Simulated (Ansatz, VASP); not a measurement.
One calculation of CsBr, two programs

The input INCAR:

```
SYSTEM = CsBr
  PREC = Accurate
  ENCUT = 500
  EDIFF = 1E-6
  ISMEAR = -1
  SIGMA = 0.03
  LREAL = .False.
  LASPH = .True.
  NELM = 120
  ALGO = Normal
  ISIF = 2
  LWAVE = .False.
  LCHARG = .True.
  GGA = PE
  LELF = .True.
  LVHAR = .True.
  NBANDS = 15
  GGA_COMPAT = .False.
```

The input KPOINTS:

```
Automatic mesh
0
Gamma
  6 6 6
  0 0 0
```

Contents of POSCAR:

```
CsBr
1.0
    4.3214230940      0.0000000000      0.0000000000
    0.0000000000      4.3214230940      0.0000000000
    0.0000000000      0.0000000000      4.3214230940
Cs Br
1 1
Direct
    0.0000000000      0.0000000000      0.0000000000
    0.5000000000      0.5000000000      0.5000000000
```

Input for Ansatz:

```yaml
crystal:
  lattice:
    - [4.321423094, 0.0, 0.0]
    - [0.0, 4.321423094, 0.0]
    - [0.0, 0.0, 4.321423094]
  atoms:
    - { symbol: Cs, position: [0.0, 0.0, 0.0] }
    - { symbol: Br, position: [0.5, 0.5, 0.5] }
kpoints:
  mp_grid: { grid: [6, 6, 6] }
scf:
  occupations: { method: fermi_dirac, width: 0.03 }
hamiltonian:
  xc: pbe
  pseudopotentials: { kind: all_electron, lapw: { basis_error: 0.00025 } }
output:
  forces: true
  stress: true
  eigenvalues: true
```

Change from the starting cell: volume scaled by 1.025.

Alike in both runs: task single point; functional PBE; k mesh 6 × 6 × 6; occupations fermi-dirac, width 0.03 eV; no spin polarisation.

|  | VASP | Ansatz |
| --- | --- | --- |
| version | VASP 6.6.1 | Ansatz 0.2.0 |
| potentials or method | VASP PAW PBE potentials, release 64 (Cs_sv, Br), cutoff 500 eV | all-electron LAPW, scalar-relativistic |

|  | VASP | Ansatz | Ansatz less VASP |
| --- | --- | --- | --- |
| gap on the k mesh at the Fermi level (eV) | 4.42 | 4.43 | +0.013 |
| pressure (GPa) | 0.7 | 0.6 | -0.04 |

Ansatz ran all-electron here, and VASP with PAW potentials.

Spin-orbit coupling is off throughout.
